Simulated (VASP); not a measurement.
# Li (I4/mmm) in VASP: further runs, part 2 of 2

VASP 6.6.1. The steps go on from the part before.

### Step 3. Single point, r2SCAN (strain +0.000 along x and y, -0.050 along z)

POSCAR reads:

```
Li
1.0
    0.0000000000      2.2020000000      2.0919000000
    2.2020000000      0.0000000000      2.0919000000
    2.2020000000      2.2020000000      0.0000000000
Li
1
Direct
    0.0000000000      0.0000000000      0.0000000000
```

INCAR.step1 reads:

```
ALGO = Normal ; EDIFF = 1E-5
ENCUT = 830 ; GGA = PE
GGA_COMPAT = False ; ISMEAR = 0
LASPH = True ; LCHARG = False
LREAL = False ; LWAVE = True
NBANDS = 8 ; NELM = 120
PREC = Accurate ; SIGMA = 0.15
```

INCAR.step2 reads:

```
ALGO = Normal ; EDIFF = 1E-6
ENCUT = 830 ; GGA_COMPAT = False
ISIF = 2 ; ISMEAR = 0
ISTART = 1 ; LASPH = True
LCHARG = False ; LMIXTAU = True
LREAL = False ; LWAVE = False
METAGGA = R2SCAN ; NBANDS = 8
NELM = 120 ; PREC = Accurate
SIGMA = 0.15
```

KPOINTS reads:

```
k-points
0
Gamma
  18 18 18
```

Potentials or basis: VASP PAW PBE potentials, release 64 (Li_sv).

Run with:

```
$ cat potpaw_PBE.64/Li_sv/POTCAR > POTCAR
$ cp INCAR.step1 INCAR
$ mpirun -np 1 vasp_std > vasp.out
$ cp INCAR.step2 INCAR
$ mpirun -np 1 vasp_std > vasp.out
```

OUTCAR:

```text
EDIFF = 1E-6
   ENCUT = 830
   ISIF = 2
   ISMEAR = 0
   ISTART = 1
   LASPH = True
   LREAL = False
   METAGGA = R2SCAN
   NELM = 120
   PREC = Accurate

 ion  position               nearest neighbor table
   1  0.000  0.000  0.000-

  LATTYP: Found a body centered tetragonal cell.
 ALAT       =     3.1140982643
 C/A-ratio  =     1.3435028843

  Lattice vectors:

 A1 = (   0.0000000000,  -2.2020000000,  -2.0919000000)
 A2 = (   0.0000000000,   2.2020000000,  -2.0919000000)
 A3 = (   2.2020000000,   0.0000000000,   2.0919000000)

Analysis of symmetry for initial positions (statically):
=====================================================================
 Subroutine PRICEL returns:
 Original cell was already a primitive cell.

 Routine SETGRP: Setting up the symmetry group for a
 body centered tetragonal supercell.

 Subroutine GETGRP returns: Found 16 space group operations
 (whereof 16 operations were pure point group operations)
 out of a pool of 16 trial point group operations.

The static configuration has the point symmetry D_4h.

Analysis of symmetry for dynamics (positions and initial velocities):
=====================================================================
 Subroutine PRICEL returns:
 Original cell was already a primitive cell.

 Routine SETGRP: Setting up the symmetry group for a
 body centered tetragonal supercell.

 Subroutine GETGRP returns: Found 16 space group operations
 (whereof 16 operations were pure point group operations)
 out of a pool of 16 trial point group operations.

The dynamic configuration has the point symmetry D_4h.

 Subroutine INISYM returns: Found 16 space group operations
 (whereof 16 operations are pure point group operations),
 and found     1 'primitive' translations

----------------------------------------------------------------------------------------

                                     Primitive cell

  volume of cell :      20.2864

  direct lattice vectors                    reciprocal lattice vectors
     0.000000000  2.202000000  2.091900000    -0.227066303  0.227066303  0.239017161
     2.202000000  0.000000000  2.091900000     0.227066303 -0.227066303  0.239017161
     2.202000000  2.202000000  0.000000000     0.227066303  0.227066303 -0.239017161

  length of vectors
     3.037243752  3.037243752  3.114098264     0.400309150  0.400309150  0.400309150

  position of ions in fractional coordinates (direct lattice)
     0.000000000  0.000000000  0.000000000

  ion indices of the primitive-cell ions
   primitive index   ion index
                 1           1

----------------------------------------------------------------------------------------

 KPOINTS: k-points

Automatic generation of k-mesh.
 Grid dimensions read from file:
 generate k-points for:   18   18   18

 Generating k-lattice:

  Cartesian coordinates                     Fractional coordinates (reciprocal lattice)
    -0.012614795  0.012614795  0.013278731     0.055555556  0.000000000  0.000000000
     0.012614795 -0.012614795  0.013278731     0.000000000  0.055555556  0.000000000
     0.012614795  0.012614795 -0.013278731     0.000000000  0.000000000  0.055555556

  Length of vectors
     0.022239397  0.022239397  0.022239397

  Shift w.r.t. Gamma in fractional coordinates (k-lattice)
     0.000000000  0.000000000  0.000000000

 Subroutine IBZKPT returns following result:
 ===========================================

 Found    480 irreducible k-points:

 Following reciprocal coordinates:
            Coordinates               Weight
  0.000000  0.000000  0.000000      1.000000
  0.055556  0.000000  0.000000      8.000000
  0.111111  0.000000  0.000000      8.000000
  0.166667  0.000000  0.000000      8.000000
  0.222222  0.000000  0.000000      8.000000
  0.277778  0.000000  0.000000      8.000000
[... 16 lines left out ...]
 -0.277778  0.055556  0.000000      8.000000
 -0.222222  0.055556  0.000000      8.000000
 [... further k-points ...]
   k-points           NKPTS =    480   k-points in BZ     NKDIM =    480   number of bands    NBANDS=      8
   number of dos      NEDOS =    301   number of ions     NIONS =      1
   total plane-waves  NPLWV =  27000
   dimension x,y,z NGX =    30 NGY =   30 NGZ =   30
   dimension x,y,z NGXF=    60 NGYF=   60 NGZF=   60
   ions per type =               1
   NGX,Y,Z   is equivalent  to a cutoff of  16.42, 16.42, 16.02 a.u.
   NGXF,Y,Z  is equivalent  to a cutoff of  32.84, 32.84, 32.03 a.u.
 SYSTEM =  unknown system
   PREC   = accura    normal or accurate (medium, high low for compatibility)
   ISTART =      1    job   : 0-new  1-cont  2-samecut
   ICHARG =      0    charge: 1-file 2-atom 10-const
   ISPIN  =      1    spin polarized calculation?
   LNONCOLLINEAR =      F non collinear calculations
   LSORBIT =      F    spin-orbit coupling
   LASPH  =      T    aspherical Exc in radial PAW
   ENCUT  =  830.0 eV  61.00 Ry    7.81 a.u.   7.13  7.13  7.32*2*pi/ulx,y,z
   NELM   =    120;   NELMIN=  2; NELMDL=  0     # of ELM steps
   EDIFF  = 0.1E-05   stopping-criterion for ELM
   LREAL  =      F    real-space projection
   EDIFFG = 0.1E-04   stopping-criterion for IOM
   NSW    =      0    number of steps for IOM
   IBRION =     -1    ionic relax: 0-MD 1-quasi-New 2-CG
   NFREE  =      0    steps in history (QN), initial steepest desc. (CG)
   ISIF   =      2    stress and relaxation
   ISYM   =      2    0-nonsym 1-usesym 2-fastsym
   POTIM  = 0.5000    time-step for ionic-motion
   TEBEG  =    0.0;   TEEND  =   0.0 temperature during run
   PSTRESS=    0.0 pullay stress
   NELECT =       3.0000    total number of electrons
   NUPDOWN=      -1.0000    fix difference up-down
   EMIN   =  10.00;   EMAX   =-10.00  energy-range for DOS
   EFERMI =   0.00;   METHOD = LEGACY
   ISMEAR =     0;   SIGMA  =   0.15  broadening in eV -4-tet -1-fermi 0-gaus
   EFERMI_NEDOS =   21; number of points for ismear=-14 and -15
   IALGO  =     38    algorithm
   IMIX   =      4    mixing-type and parameters
     AMIX     =   0.40;   BMIX     =  1.00
     AMIX_MAG =   1.60;   BMIX_MAG =  1.00
  volume/ion in A,a.u.               =      20.29       136.90
  Fermi-wavevector in a.u.,A,eV,Ry     =   0.865725  1.635983 10.197297  0.749480
  Thomas-Fermi vector in A             =   1.984010
   LORBIT       =      0    0 simple, 1 ext, 2 COOP (PROOUT), +10 PAW based schemes
   METAGGA = R2SCAN    functional components
   LHFCALC =     F    Hartree Fock is set to
   AEXX    =    0.0000 exact exchange contribution
   IVDW    =     0    specifies the selected vdW correction
   LEPSILON=     F    determine dielectric tensor
   LRPA    =     F    only Hartree local field effects (RPA)
 non-spin polarized calculation
 Gauss-broadening in eV      SIGMA  =   0.15
  energy-cutoff  :      830.00
  volume of cell :       20.29
 maximum number of plane-waves:      1122
 NGX is ok and might be reduce to    30
   NGX = 15   NGY = 15   NGZ = 15

 number of electron       3.0000001 magnetization

 Free energy of the ion-electron system (eV)
  ---------------------------------------------------
  ext. energy  EPLUGINS =         0.00000000
  ---------------------------------------------------
  free energy    TOTEN  =        -2.38752810 eV

  energy without entropy =       -2.38287891  energy(sigma->0) =       -2.38520350

 E-fermi :   0.6266     XC(G=0):  -7.4459

 val. band max:        0.6264360528   @ k =   0.4444   0.0556   0.3889
 cond. band min:       0.6415666431   @ k =   0.5000  -0.0000   0.0556
 fundamental gap:      0.0151305903
 Fermi energy:         0.6266092406

 k-point     1 :       0.0000    0.0000    0.0000
  band No.  band energies     occupation
      1     -47.4130      2.00000
      2      -3.2659      2.00000
      3      16.5223      0.00000
      4      16.6204      0.00000
      5      16.6204      0.00000
      6      19.9526      0.00000
      7      19.9526      0.00000
      8      20.1606      0.00000
[... 243 lines left out ...]
 k-point    24 :      -0.2222    0.0556    0.0000
  band No.  band energies     occupation
      1     -47.4038      2.00000
      2      -2.1017      2.00000
      3       9.6889      0.00000
      4      14.3711      0.00000
      5      15.6026      0.00000
      6      19.3147      0.00000
      7      19.5618      0.00000
      8      20.7582      0.00000

 [... further k-points ...]

------------------------ aborting loop because EDIFF is reached ----------------------------------------

  FORCE on cell =-STRESS in cart. coord.  units (eV):
  Direction    XX          YY          ZZ          XY          YZ          ZX
  --------------------------------------------------------------------------------------
  -------------------------------------------------------------------------------------
  Total        0.0276681      0.0276681      0.0654916      0.0000000     -0.0000000      0.0000000
  in kB        2.1851652      2.1851652      5.1723792      0.0000000     -0.0000000      0.0000000
  external PRESSURE =       3.1809032 kB  Pullay stress =       0.0000000 kB

 VOLUME and BASIS-vectors are now :
 -----------------------------------------------------------------------------
  energy-cutoff  :      830.00
  volume of cell :       20.29
      direct lattice vectors                 reciprocal lattice vectors
     0.000000000  2.202000000  2.091900000    -0.227066303  0.227066303  0.239017161
     2.202000000  0.000000000  2.091900000     0.227066303 -0.227066303  0.239017161
     2.202000000  2.202000000  0.000000000     0.227066303  0.227066303 -0.239017161

 POSITION                                       TOTAL-FORCE (eV/Angst)
 -----------------------------------------------------------------------------------
      0.00000      0.00000      0.00000         0.000000      0.000000      0.000000
 -----------------------------------------------------------------------------------
    total drift:                               -0.000000     -0.000000     -0.000000

  FREE ENERGIE OF THE ION-ELECTRON SYSTEM (eV)
  ---------------------------------------------------
  free  energy   TOTEN  =        -2.3875280997 eV

  energy  without entropy=       -2.3828789096  energy(sigma->0) =       -2.38520350
```

OUTCAR.step1:

```text
EDIFF = 1E-5
   ENCUT = 830
   GGA = PE
   ISMEAR = 0
   LASPH = True
   LREAL = False
[... 480 lines left out ...]

 POSITION                                       TOTAL-FORCE (eV/Angst)
 -----------------------------------------------------------------------------------
      0.00000      0.00000      0.00000         0.000000     -0.000000      0.000000
 -----------------------------------------------------------------------------------
    total drift:                               -0.000000     -0.000000     -0.000000

  FREE ENERGIE OF THE ION-ELECTRON SYSTEM (eV)
  ---------------------------------------------------
  free  energy   TOTEN  =        -1.9097506801 eV

  energy  without entropy=       -1.9046936976  energy(sigma->0) =       -1.90722219
```

OSZICAR.step1:

```text
N       E                     dE             d eps       ncg     rms          rms(c)
DAV:   1     0.481807378840E+00    0.48181E+00   -0.91175E+02  7688   0.342E+02
DAV:   2    -0.183741714938E+01   -0.23192E+01   -0.22237E+01 10824   0.403E+01
DAV:   3    -0.191031853259E+01   -0.72901E-01   -0.72860E-01  9152   0.516E+00
DAV:   4    -0.191137374843E+01   -0.10552E-02   -0.10552E-02 11584   0.567E-01
DAV:   5    -0.191137936487E+01   -0.56164E-05   -0.56164E-05  9528   0.261E-02    0.238E-01
DAV:   6    -0.191029231547E+01    0.10870E-02   -0.29527E-04 12496   0.666E-02    0.134E-01
DAV:   7    -0.190975287038E+01    0.53945E-03   -0.68447E-04 11808   0.104E-01    0.274E-02
DAV:   8    -0.190975068011E+01    0.21903E-05   -0.56327E-06  8984   0.213E-02
   1 F= -.19097507E+01 E0= -.19072222E+01  d E =-.505698E-02
```

Run time: 14 min. Hardware: 1 thread of Oxide Virtual Turin-like, shared host; peak memory 0.22 GiB.

Results:

```
Free energy            : -2.3875 eV
Pressure               : 0.3 GPa
Band gap on the k mesh : zero (an odd number of electrons rules out a gap without spin polarisation)
```

Levels at points of the mesh, in eV from the Fermi level:
| k point | band 1 | band 2 | band 3 | band 4 | band 5 | band 6 |
| --- | --- | --- | --- | --- | --- | --- |
| (0.00, 0.00, 0.00) | -48.04 | -3.89 | 15.90 | 15.99 | 15.99 | 19.33 |
| (0.50, 0.00, 0.00) | -48.02 | 0.00 | 3.13 | 13.54 | 14.36 | 17.05 |
| (0.50, 0.50, 0.00) | -48.01 | 2.19 | 5.49 | 8.75 | 8.75 | 10.74 |
| (0.50, 0.00, 0.50) | -48.02 | 1.45 | 4.77 | 9.44 | 9.70 | 11.54 |

Caveat: the cell differs from its parent crystal (strain +0.000 along x and y, -0.050 along z); the PAW data sets were made with another functional, which shifts forces and pressure a little.

### Step 4. Single point, r2SCAN (strain +0.050 along x and y, -0.050 along z)

POSCAR reads:

```
Li
1.0
    0.0000000000      2.3121000000      2.0919000000
    2.3121000000      0.0000000000      2.0919000000
    2.3121000000      2.3121000000      0.0000000000
Li
1
Direct
    0.0000000000      0.0000000000      0.0000000000
```

INCAR.step1 reads:

```
  PREC = Accurate
  ENCUT = 830
  ISMEAR = 0
  SIGMA = 0.15
  LREAL = False
  LASPH = True
  NELM = 120
  NBANDS = 8
  GGA = PE
  ALGO = Normal
  EDIFF = 1E-5
  LWAVE = True
  LCHARG = False
  GGA_COMPAT = False
```

INCAR.step2 reads:

```
  PREC = Accurate
  ENCUT = 830
  EDIFF = 1E-6
  ISMEAR = 0
  SIGMA = 0.15
  LREAL = False
  LASPH = True
  NELM = 120
  ALGO = Normal
  ISIF = 2
  LWAVE = False
  LCHARG = False
  METAGGA = R2SCAN
  LMIXTAU = True
  NBANDS = 8
  ISTART = 1
  GGA_COMPAT = False
```

KPOINTS reads:

```
Automatic mesh
0
Gamma
  18 18 18
```

Run with:

```
$ cat potpaw_PBE.64/Li_sv/POTCAR > POTCAR
$ cp INCAR.step1 INCAR
$ mpirun -np 1 vasp_std > vasp.out
$ cp INCAR.step2 INCAR
$ mpirun -np 1 vasp_std > vasp.out
```

It took 15 min on 1 thread of Oxide Virtual Turin-like, shared host; peak memory 0.23 GiB.

It converged, with:

```
Free energy            : -2.3845 eV
Pressure               : -0.8 GPa
Band gap on the k mesh : zero (an odd number of electrons rules out a gap without spin polarisation)
```

Stress tensor (GPa, compression positive):
```
-0.90  0.00  0.00
 0.00 -0.90  0.00
 0.00  0.00 -0.72
```

Levels at points of the mesh, in eV from the Fermi level:
| k point | band 1 | band 2 | band 3 | band 4 | band 5 |
| --- | --- | --- | --- | --- | --- |
| (0.00, 0.00, 0.00) | -48.32 | -3.71 | 14.87 | 15.06 | 15.06 |
| (0.50, 0.00, 0.00) | -48.30 | 0.04 | 2.90 | 12.30 | 13.53 |
| (0.50, 0.50, 0.00) | -48.30 | 2.56 | 5.60 | 7.77 | 7.77 |
| (0.50, 0.00, 0.50) | -48.30 | 1.18 | 4.25 | 9.06 | 9.52 |

Caveat: the cell differs from its parent crystal (strain +0.050 along x and y, -0.050 along z); the PAW data sets were made with another functional, which shifts forces and pressure a little.

### Step 5. Overview

| cell | gap on the mesh (eV) | pressure (GPa) |
| --- | --- | --- |
| a = 3.118, b = 3.118, c = 2.958 Å, angles 61.7, 61.7, 56.6°, 1 atom | none | 0.2 |
| a = 3.037, b = 3.037, c = 3.114 Å, angles 59.2, 59.2, 61.7°, 1 atom | none | 0.3 |
| a = 3.118, b = 3.118, c = 3.270 Å, angles 58.4, 58.4, 63.2°, 1 atom | none | -0.8 |

Alike in all rows: task single point; level r2SCAN; potentials or basis VASP PAW PBE potentials, release 64 (Li_sv); no spin polarisation; k mesh 18 × 18 × 18; cutoff (eV) 830; smearing gaussian 0.15 eV.

Caveats: the PAW data sets were made with another functional, which shifts forces and pressure a little.

Absolute energies hang on the potentials; compare differences alone.

The gap in the log of VASP goes by the Fermi energy; the results here count the filled bands.